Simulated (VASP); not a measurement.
A run of VASP 6.6.1 is set up as follows.

File INCAR:

```
PREC = Accurate ; ENCUT = 600
EDIFF = 1E-6 ; ISMEAR = 1
SIGMA = 0.05 ; LREAL = F
LASPH = T ; NELM = 80
ALGO = Normal ; ISIF = 3
LWAVE = F ; LCHARG = F
GGA = PE ; IBRION = 2
NSW = 60 ; EDIFFG = -0.005
```

Contents of KPOINTS:

```
regular mesh
0
Gamma
  12 12 4
```

POSCAR

```
BN
1.0
    2.4982400000      0.0000000000      0.0000000000
   -1.2491200000      2.1635390000      0.0000000000
    0.0000000000      0.0000000000      6.6357000000
B N
2 2
Direct
    0.3333333333      0.6666666667      0.2500000000
    0.6666666667      0.3333333333      0.7500000000
    0.3333333333      0.6666666667      0.7500000000
    0.6666666667      0.3333333333      0.2500000000
```

Potentials or basis: VASP PAW PBE potentials, release 64 (B, N).

Command:

```sh
$ cat potpaw_PBE.64/B/POTCAR potpaw_PBE.64/N/POTCAR > POTCAR
$ mpirun -np 1 vasp_std > vasp.out
```

(1) Estimate the relaxed cell.

(2) Estimate the space group after relaxing (to 0.1 Å).

(3) Estimate the relaxed volume.

(4) Estimate the band gap on the k mesh.

Answers

(1) a = 2.512 Å, b = 2.512 Å, c = 7.638 Å, α = 90.00°, β = 90.00°, γ = 120.00°.

(2) P6_3/mmc (No. 194).

(3) 10.44 Å³/atom.

(4) 4.47 eV (least direct gap 4.65 eV).

Caveat: the volume moved by over 15 % at a fixed basis, so the end points are rough; this functional lacks dispersion, which binds the layers, so the pressure and a relaxed spacing across them are unreliable.
